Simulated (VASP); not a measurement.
**SnSe2: single point with PBE+D3(BJ)**

SnSe2:

```
CELL_PARAMETERS angstrom
-3.81100 0.00000 0.00000
-1.90550 -3.30042 0.00000
0.00000 0.00000 12.77400
ATOMIC_POSITIONS crystal
Sn 0.00000 0.00000 0.72064
Sn 0.00000 0.00000 0.24021
Se 0.33333 0.33333 0.84075
Se 0.33333 0.33333 0.36032
Se 0.66667 0.66667 0.12011
Se 0.66667 0.66667 0.60054
```

This cell differs from its parent crystal: the distance across one plane changed.

```
Program                : VASP 6.6.1
Task                   : single point
Functional             : PBE
Dispersion             : D3(BJ)
Potentials or basis    : VASP PAW PBE potentials, release 64 (Sn_d, Se)
Cutoff                 : 520 eV
k mesh                 : 8 × 8 × 3
Occupations            : gaussian, width 0.05 eV
Spin                   : no spin polarisation
Dipole correction      : no
Further INCAR settings : ALGO = Normal; EDIFF = 1e-07; NBANDS = 35
```

| Property | Result |
| --- | --- |
| Pressure | 2.7 GPa |
| Largest force | 0.800 eV/Å |
| Band gap on the k mesh | 0.85 eV (least direct gap 1.14 eV) |
| Dispersion energy per atom | -0.347 eV |

Forces on the atoms (eV/Å):
```
Sn   0.000  0.000  0.008
Sn   0.000  0.000 -0.008
Se   0.000  0.000  0.800
Se   0.000  0.000  0.754
Se   0.000  0.000 -0.800
Se   0.000  0.000 -0.754
```

Stress tensor (GPa, compression positive):
```
2.36 0.00 0.00
0.00 2.36 0.00
0.00 0.00 3.49
```

Levels at points of the mesh, in eV from the valence-band top:
| k point | band 23 | band 24 | band 25 | band 26 | band 27 | band 28 | band 29 | band 30 |
| --- | --- | --- | --- | --- | --- | --- | --- | --- |
| (0.00, 0.00, 0.00) | -0.24 | -0.13 | -0.13 | -0.13 | 1.23 | 2.43 | 3.03 | 3.07 |
| (0.50, 0.00, 0.00) | -0.98 | -0.68 | -0.52 | -0.24 | 0.89 | 1.16 | 3.92 | 4.34 |

It took 3.1 min on 1 thread of Intel Xeon 8259CL (shared host), peak memory 0.33 GiB.

Caveat: the cell differs from its parent crystal (the distance across one plane changed); spin-orbit coupling is left out, which moves the levels of the heavy elements. A k mesh can miss the band edges.
